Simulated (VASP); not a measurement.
**SiC5: single point with PBE**

The system is SiC5.

```xyz
6
Lattice="3.5961 0.0000 0.0000 -1.7981 3.1144 0.0000 0.0000 0.0000 8.1946" Properties=species:S:1:pos:R:3 pbc="T T T"
Si    0.0000    0.0000    4.0973
C     0.0000    2.0762    4.0973
C    -1.3931    2.4130    0.0000
C     2.7863    0.0000    0.0000
C     0.4049    0.7014    0.0000
C     1.7981    1.0381    4.0973
```

The cell was built from a structure type or drawn by symmetry, and may not be a known phase.

| Quantity | Value |
| --- | --- |
| Program | VASP 6.6.1 |
| Task | single point |
| Functional | PBE |
| Potentials or basis | VASP PAW PBE potentials, release 64 (Si, C) |
| Cutoff | 520 eV |
| k mesh | 12 × 12 × 6 |
| Occupations | gaussian, width 0.1 eV |
| Spin | no spin polarisation |

```yaml
Pressure: 0.2 GPa
Largest_force: 0.185 eV/Å
Band_gap_on_the_k_mesh: zero (bands 12 and 13 overlap by 1.44 eV)
```

Forces on the atoms (eV/Å):
```
Si   0.000  0.000  0.000
C    0.000  0.000  0.000
C    0.092 -0.160  0.000
C   -0.185  0.000  0.000
C    0.092  0.160  0.000
C    0.000  0.000  0.000
```

Stress tensor (GPa, compression positive):
```
0.37 0.00 0.00
0.00 0.37 0.00
0.00 0.00 0.00
```

Levels at points of the mesh, in eV from the Fermi level:
```csv
k point,band 8,band 9,band 10,band 11,band 12,band 13,band 14,band 15,band 16,band 17
"(0.00, 0.00, 0.00)",-4.38,-4.38,-4.27,-2.33,-2.33,-0.84,-0.84,0.63,2.78,4.20
"(0.50, 0.00, 0.00)",-4.92,-3.92,-2.18,-1.22,0.40,0.89,1.38,2.88,3.49,3.49
"(0.00, 0.00, 0.50)",-4.38,-4.38,-4.27,-2.33,-2.33,-0.84,-0.84,0.71,2.77,4.21
"(0.50, 0.00, 0.50)",-4.82,-3.93,-2.14,-1.27,0.40,0.89,1.26,2.84,3.49,3.49
```

Wall time 2.4 min on 1 thread of AMD EPYC 9R14 (Zen 4) (shared host), peak memory 0.24 GiB.
